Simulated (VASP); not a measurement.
Crystal: Ta.

```
Ta
1.0
     2.94867    0.00000    0.00000
    -1.47433    2.55362    0.00000
     0.00000    0.00000    4.81616
Ta
2
Direct
  0.33333 0.66667 0.75000
  0.66667 0.33333 0.25000
```

This isn't the form of Ta at room conditions, which is bcc.

* Program: VASP 6.6.1
* Task: relaxation of cell and atoms
* Functional: PBE
* Potentials or basis: VASP PAW PBE potentials, release 64 (Ta_pv)
* Cutoff: 600 eV
* k mesh: 16 × 16 × 10
* Occupations: gaussian, width 0.05 eV
* Spin: no spin polarisation

At the start: pressure 6.6 GPa; volume 18.13 Å³/atom.

Problem. How do energy, volume and symmetry change on relaxing?

Solution. Over 8 steps the energy falls by 52.6 meV/atom and the volume is 18.74 Å³/atom (+3.3 %); space group P6_3/mmc (No. 194, to 0.1 Å) before and after.

Step by step:
```csv
step,energy change (eV),largest force (eV/Å),pressure (GPa),volume (Å³)
1,0.0000,0.0000,6.56,36.26
2,0.0075,0.0000,-11.91,40.24
3,-0.0661,0.0000,-3.47,38.14
4,-0.1009,0.0000,0.67,37.39
5,-0.1049,0.0000,-0.44,37.57
6,-0.1049,0.0000,-0.52,37.58
7,-0.1047,0.0000,0.71,37.33
8,-0.1051,0.0000,-0.01,37.48
```

Final structure:
```
CELL_PARAMETERS angstrom
2.90425 0.00000 0.00000
-1.45212 2.51515 0.00000
0.00000 0.00000 5.13061
ATOMIC_POSITIONS crystal
Ta 0.33333 0.66667 0.75000
Ta 0.66667 0.33333 0.25000
```
